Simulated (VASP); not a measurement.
A run of VASP 6.6.1 is set up as follows.

POSCAR

```
KIr
1.0
    3.6271980000      0.0000000000      0.0000000000
    0.0000000000      3.6271980000      0.0000000000
    0.0000000000      0.0000000000      3.6271980000
K Ir
1 1
Direct
    0.0000000000      0.0000000000      0.0000000000
    0.5000000000      0.5000000000      0.5000000000
```

INCAR.step1

```
PREC = Accurate ; ENCUT = 550
ISMEAR = 1 ; SIGMA = 0.1
LREAL = F ; LASPH = T
NELM = 120 ; NBANDS = 16
GGA = PE ; ALGO = Normal
EDIFF = 1E-5 ; LWAVE = T
LCHARG = F ; GGA_COMPAT = F
```

File INCAR.step2:

```
PREC = Accurate ; ENCUT = 550
EDIFF = 1E-6 ; ISMEAR = 1
SIGMA = 0.1 ; LREAL = F
LASPH = T ; NELM = 120
ALGO = Normal ; ISIF = 2
LWAVE = F ; LCHARG = F
METAGGA = R2SCAN ; LMIXTAU = T
NBANDS = 16 ; ISTART = 1
GGA_COMPAT = F
```

Contents of KPOINTS:

```
Automatic mesh
0
Gamma
  5 5 5
```

Potentials or basis: VASP PAW PBE potentials, release 64 (K_sv, Ir).

Launch:

```sh
$ cat potpaw_PBE.64/K_sv/POTCAR potpaw_PBE.64/Ir/POTCAR > POTCAR
$ cp INCAR.step1 INCAR
$ mpirun -np 1 vasp_std > vasp.out
$ cp INCAR.step2 INCAR
$ mpirun -np 1 vasp_std > vasp.out
```

**Question.** Estimate the band gap on the k mesh.

**Answer.** Zero (bands 9 and 10 overlap by 0.76 eV).

**Question.** Estimate the pressure.

**Answer.** -0.7 GPa.

Caveat: the PAW data sets were made with another functional, which shifts forces and pressure a little; spin-orbit coupling is left out, which moves the levels of the heavy elements.
